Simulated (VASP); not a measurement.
# MnSi (P2_13) in VASP: notebook

The runs below take MnSi through single point, relaxation of cell and atoms, with PBE.

All numbers are computed with VASP 6.6.1; they aren't measurements. Logs are shortened: lines on timing, memory, paths and dates and some standing lists are left out, and cuts for length are marked.

### Step 1. The cell of the first run

It takes space group P2_13 (No. 198, cubic). The conventional cell has a = 4.497 Å, b = 4.497 Å, c = 4.497 Å, α = 90.00°, β = 90.00°, γ = 90.00°. Within 3.0 Å of Mn (site symmetry 3) lie 7 Si at 2.27 to 2.51 Å and 6 Mn at 2.76 Å. Si (site symmetry 3) has 7 Mn at 2.27 to 2.51 Å and 6 Si at 2.78 Å within 3.0 Å.

### Step 2. Single point, PBE

File INCAR:

```
SYSTEM = MnSi
ALGO = Normal
EDIFF = 1E-7
ENCUT = 520
GGA = PE
ISIF = 2
ISMEAR = 0
LASPH = .True.
LCHARG = .True.
LELF = .True.
LREAL = .False.
LVHAR = .True.
LWAVE = .False.
NBANDS = 44
NELM = 80
PREC = Accurate
SIGMA = 0.05
```

File KPOINTS:

```
k-points
0
Gamma
  8 8 8
  0 0 0
```

File POSCAR:

```
MnSi
1.0
    4.4973380700      0.0000000000      0.0000000000
    0.0000000000      4.4973380700      0.0000000000
    0.0000000000      0.0000000000      4.4973380700
Mn Si
4 4
Direct
    0.1371854634      0.1371854634      0.1371854634
    0.3628145366      0.8628145366      0.6371854634
    0.6371854634      0.3628145366      0.8628145366
    0.8628145366      0.6371854634      0.3628145366
    0.8456431430      0.8456431430      0.8456431430
    0.6543568570      0.1543568570      0.3456431430
    0.3456431430      0.6543568570      0.1543568570
    0.1543568570      0.3456431430      0.6543568570
```

Potentials or basis: VASP PAW PBE potentials, release 64 (Mn_pv, Si).

On the command line:

```
> cat potpaw_PBE.64/Mn_pv/POTCAR potpaw_PBE.64/Si/POTCAR > POTCAR
> mpirun -np 1 vasp_std > vasp.out
```

OUTCAR:

```text
SYSTEM = MnSi
   EDIFF = 1E-7
   ENCUT = 520
   GGA = PE
   ISIF = 2
   ISMEAR = 0
   LASPH = .True.
   LREAL = .False.
   NELM = 80
   PREC = Accurate

 ion  position               nearest neighbor table
   1  0.137  0.137  0.137-   5 2.27   6 2.37   7 2.37   8 2.37   7 2.51   8 2.51   6 2.51   4 2.76
                             4 2.76   2 2.76   2 2.76   3 2.76   3 2.76
   2  0.363  0.863  0.637-   6 2.27   5 2.37   7 2.37   8 2.37   7 2.51   8 2.51   5 2.51   3 2.76
                             3 2.76   1 2.76   4 2.76   4 2.76   1 2.76
   3  0.637  0.363  0.863-   7 2.27   6 2.37   5 2.37   8 2.37   8 2.51   6 2.51   5 2.51   2 2.76
                             2 2.76   1 2.76   4 2.76   4 2.76   1 2.76
   4  0.863  0.637  0.363-   8 2.27   6 2.37   7 2.37   5 2.37   6 2.51   5 2.51   7 2.51   1 2.76
                             1 2.76   2 2.76   3 2.76   2 2.76   3 2.76
   5  0.846  0.846  0.846-   1 2.27   2 2.37   3 2.37   4 2.37   3 2.51   4 2.51   2 2.51   6 2.78
                             7 2.78   8 2.78   6 2.78   8 2.78   7 2.78
   6  0.654  0.154  0.346-   2 2.27   1 2.37   3 2.37   4 2.37   3 2.51   4 2.51   1 2.51   8 2.78
                             5 2.78   5 2.78   7 2.78   7 2.78   8 2.78
   7  0.346  0.654  0.154-   3 2.27   2 2.37   1 2.37   4 2.37   4 2.51   2 2.51   1 2.51   8 2.78
                             5 2.78   8 2.78   6 2.78   6 2.78   5 2.78
   8  0.154  0.346  0.654-   4 2.27   2 2.37   3 2.37   1 2.37   2 2.51   1 2.51   3 2.51   7 2.78
                             5 2.78   7 2.78   5 2.78   6 2.78   6 2.78

  LATTYP: Found a simple cubic cell.
 ALAT       =     4.4973380700

  Lattice vectors:

 A1 = (   4.4973380700,   0.0000000000,   0.0000000000)
 A2 = (   0.0000000000,   4.4973380700,   0.0000000000)
 A3 = (   0.0000000000,   0.0000000000,   4.4973380700)

Analysis of symmetry for initial positions (statically):
=====================================================================
 Subroutine PRICEL returns:
 Original cell was already a primitive cell.

 Routine SETGRP: Setting up the symmetry group for a
 simple cubic supercell.

 Subroutine GETGRP returns: Found 12 space group operations
 (whereof  3 operations were pure point group operations)
 out of a pool of 48 trial point group operations.

The static configuration has the point symmetry C_3 .
 The point group associated with its full space group is T   .

Analysis of symmetry for dynamics (positions and initial velocities):
=====================================================================
 Subroutine PRICEL returns:
 Original cell was already a primitive cell.

 Routine SETGRP: Setting up the symmetry group for a
 simple cubic supercell.

 Subroutine GETGRP returns: Found 12 space group operations
 (whereof  3 operations were pure point group operations)
 out of a pool of 48 trial point group operations.

The dynamic configuration has the point symmetry C_3 .
 The point group associated with its full space group is T   .

 Subroutine INISYM returns: Found 12 space group operations
 (whereof  3 operations are pure point group operations),
 and found     1 'primitive' translations

----------------------------------------------------------------------------------------

                                     Primitive cell

  volume of cell :      90.9634

  direct lattice vectors                    reciprocal lattice vectors
     4.497338070  0.000000000  0.000000000     0.222353753  0.000000000  0.000000000
     0.000000000  4.497338070  0.000000000     0.000000000  0.222353753  0.000000000
     0.000000000  0.000000000  4.497338070     0.000000000  0.000000000  0.222353753

  length of vectors
     4.497338070  4.497338070  4.497338070     0.222353753  0.222353753  0.222353753

  position of ions in fractional coordinates (direct lattice)
     0.137185463  0.137185463  0.137185463
     0.362814537  0.862814537  0.637185463
     0.637185463  0.362814537  0.862814537
     0.862814537  0.637185463  0.362814537
     0.845643143  0.845643143  0.845643143
     0.654356857  0.154356857  0.345643143
     0.345643143  0.654356857  0.154356857
     0.154356857  0.345643143  0.654356857

  ion indices of the primitive-cell ions
   primitive index   ion index
                 1           1
                 2           2
                 3           3
                 4           4
                 5           5
                 6           6
                 7           7
                 8           8

----------------------------------------------------------------------------------------

 KPOINTS: k-points

Automatic generation of k-mesh.
 Grid dimensions read from file:
 generate k-points for:    8    8    8

 Generating k-lattice:

  Cartesian coordinates                     Fractional coordinates (reciprocal lattice)
     0.027794219  0.000000000  0.000000000     0.125000000  0.000000000  0.000000000
     0.000000000  0.027794219  0.000000000     0.000000000  0.125000000  0.000000000
     0.000000000  0.000000000  0.027794219     0.000000000  0.000000000  0.125000000

  Length of vectors
     0.027794219  0.027794219  0.027794219

  Shift w.r.t. Gamma in fractional coordinates (k-lattice)
     0.000000000  0.000000000  0.000000000

 Subroutine IBZKPT returns following result:
 ===========================================

 Found     45 irreducible k-points:

 Following reciprocal coordinates:
            Coordinates               Weight
  0.000000  0.000000  0.000000      1.000000
  0.125000  0.000000  0.000000      6.000000
  0.250000  0.000000  0.000000      6.000000
  0.375000  0.000000  0.000000      6.000000
  0.500000  0.000000  0.000000      3.000000
  0.125000  0.125000  0.000000     12.000000
[... 16 lines left out ...]
  0.250000  0.125000  0.125000     24.000000
  0.375000  0.125000  0.125000     24.000000
 [... further k-points ...]
   k-points           NKPTS =     45   k-points in BZ     NKDIM =     45   number of bands    NBANDS=     44
   number of dos      NEDOS =    301   number of ions     NIONS =      8
   total plane-waves  NPLWV =  46656
   dimension x,y,z NGX =    36 NGY =   36 NGZ =   36
   dimension x,y,z NGXF=    72 NGYF=   72 NGZF=   72
   ions per type =               4   4
   NGX,Y,Z   is equivalent  to a cutoff of  13.31, 13.31, 13.31 a.u.
   NGXF,Y,Z  is equivalent  to a cutoff of  26.62, 26.62, 26.62 a.u.
 SYSTEM =  MnSi
   PREC   = accura    normal or accurate (medium, high low for compatibility)
   ISTART =      0    job   : 0-new  1-cont  2-samecut
   ICHARG =      2    charge: 1-file 2-atom 10-const
   ISPIN  =      1    spin polarized calculation?
   LNONCOLLINEAR =      F non collinear calculations
   LSORBIT =      F    spin-orbit coupling
   LASPH  =      T    aspherical Exc in radial PAW
   ENCUT  =  520.0 eV  38.22 Ry    6.18 a.u.   8.36  8.36  8.36*2*pi/ulx,y,z
   NELM   =     80;   NELMIN=  2; NELMDL= -5     # of ELM steps
   EDIFF  = 0.1E-06   stopping-criterion for ELM
   LREAL  =      F    real-space projection
   EDIFFG = 0.1E-05   stopping-criterion for IOM
   NSW    =      0    number of steps for IOM
   IBRION =     -1    ionic relax: 0-MD 1-quasi-New 2-CG
   NFREE  =      0    steps in history (QN), initial steepest desc. (CG)
   ISIF   =      2    stress and relaxation
   ISYM   =      2    0-nonsym 1-usesym 2-fastsym
   POTIM  = 0.5000    time-step for ionic-motion
   TEBEG  =    0.0;   TEEND  =   0.0 temperature during run
   PSTRESS=    0.0 pullay stress
   NELECT =      68.0000    total number of electrons
   NUPDOWN=      -1.0000    fix difference up-down
   EMIN   =  10.00;   EMAX   =-10.00  energy-range for DOS
   EFERMI =   0.00;   METHOD = LEGACY
   ISMEAR =     0;   SIGMA  =   0.05  broadening in eV -4-tet -1-fermi 0-gaus
   EFERMI_NEDOS =   21; number of points for ismear=-14 and -15
   IALGO  =     38    algorithm
   IMIX   =      4    mixing-type and parameters
     AMIX     =   0.40;   BMIX     =  1.00
     AMIX_MAG =   1.60;   BMIX_MAG =  1.00
  volume/ion in A,a.u.               =      11.37        76.73
  Fermi-wavevector in a.u.,A,eV,Ry     =   1.485784  2.807724 30.035586  2.207553
  Thomas-Fermi vector in A             =   2.599152
   LORBIT       =      0    0 simple, 1 ext, 2 COOP (PROOUT), +10 PAW based schemes
   GGA     = PE    functional components
   LHFCALC =     F    Hartree Fock is set to
   AEXX    =    0.0000 exact exchange contribution
   IVDW    =     0    specifies the selected vdW correction
   LEPSILON=     F    determine dielectric tensor
   LRPA    =     F    only Hartree local field effects (RPA)
 non-spin polarized calculation
 Gauss-broadening in eV      SIGMA  =   0.05
  energy-cutoff  :      520.00
  volume of cell :       90.96
 maximum number of plane-waves:      2469
 NGX is ok and might be reduce to    36
   NGX = 17   NGY = 17   NGZ = 17

 number of electron      68.0000038 magnetization

 Free energy of the ion-electron system (eV)
  ---------------------------------------------------
  ext. energy  EPLUGINS =         0.00000000
  ---------------------------------------------------
  free energy    TOTEN  =       -61.20488220 eV

  energy without entropy =      -61.19281112  energy(sigma->0) =      -61.19884666

 E-fermi :  11.2332     XC(G=0): -12.8958

 val. band max:       11.2217589041   @ k =   0.1250   0.1250   0.1250
 cond. band min:      11.2340025997   @ k =   0.2500   0.0000   0.0000
 fundamental gap:      0.0122436956
 Fermi energy:        11.2331587062

 k-point     1 :       0.0000    0.0000    0.0000
  band No.  band energies     occupation
      1     -36.5416      2.00000
      2     -36.5416      2.00000
      3     -36.5416      2.00000
      4     -36.4960      2.00000
      5     -36.4960      2.00000
      6     -36.4960      2.00000
[... 36 lines left out ...]
     43      15.2743      0.00000
     44      15.2743      0.00000
[... 1040 lines left out ...]
      4     -36.5069      2.00000
      5     -36.4978      2.00000
      6     -36.4730      2.00000
[... 36 lines left out ...]
     43      15.1630      0.00000
     44      15.5179      0.00000

 [... further k-points ...]

------------------------ aborting loop because EDIFF is reached ----------------------------------------

  FORCE on cell =-STRESS in cart. coord.  units (eV):
  Direction    XX          YY          ZZ          XY          YZ          ZX
  --------------------------------------------------------------------------------------
  -------------------------------------------------------------------------------------
  Total       -0.0248399     -0.0248399     -0.0248399      0.0000000      0.0000000     -0.0000000
  in kB       -0.4375160     -0.4375160     -0.4375160      0.0000000      0.0000000     -0.0000000
  external PRESSURE =      -0.4375160 kB  Pullay stress =       0.0000000 kB

 VOLUME and BASIS-vectors are now :
 -----------------------------------------------------------------------------
  energy-cutoff  :      520.00
  volume of cell :       90.96
      direct lattice vectors                 reciprocal lattice vectors
     4.497338070  0.000000000  0.000000000     0.222353753  0.000000000  0.000000000
     0.000000000  4.497338070  0.000000000     0.000000000  0.222353753  0.000000000
     0.000000000  0.000000000  4.497338070     0.000000000  0.000000000  0.222353753

 POSITION                                       TOTAL-FORCE (eV/Angst)
 -----------------------------------------------------------------------------------
      0.61697      0.61697      0.61697         0.006413      0.006413      0.006413
      1.63170      3.88037      2.86564        -0.006413     -0.006413      0.006413
      2.86564      1.63170      3.88037         0.006413     -0.006413     -0.006413
      3.88037      2.86564      1.63170        -0.006413      0.006413     -0.006413
      3.80314      3.80314      3.80314        -0.001416     -0.001416     -0.001416
      2.94286      0.69419      1.55447         0.001416      0.001416     -0.001416
      1.55447      2.94286      0.69419        -0.001416      0.001416      0.001416
      0.69419      1.55447      2.94286         0.001416     -0.001416      0.001416
 -----------------------------------------------------------------------------------
    total drift:                               -0.000001     -0.000001      0.000000

  FREE ENERGIE OF THE ION-ELECTRON SYSTEM (eV)
  ---------------------------------------------------
  free  energy   TOTEN  =       -61.2048822026 eV

  energy  without entropy=      -61.1928111161  energy(sigma->0) =      -61.19884666
```

Run time: 2.8 min. Hardware: 1 thread of Intel Xeon Platinum 8259CL at 2.50GHz (Skylake/Cascade Lake), shared host; peak memory 0.28 GiB.

Results:

| Item | Value |
| --- | --- |
| Free energy | -61.2049 eV |
| Pressure | 0.0 GPa |
| Largest force | 0.011 eV/Å |
| Band gap on the k mesh | zero (bands 34 and 35 overlap by 0.49 eV) |

Forces on the atoms (eV/Å):
```
Mn   0.006  0.006  0.006
Mn  -0.006 -0.006  0.006
Mn   0.006 -0.006 -0.006
Mn  -0.006  0.006 -0.006
Si  -0.001 -0.001 -0.001
Si   0.001  0.001 -0.001
Si  -0.001  0.001  0.001
Si   0.001 -0.001  0.001
```

Caveat: the run has no spin polarisation, though such a crystal can be magnetic.

(Part 1 of 2 ends here.)
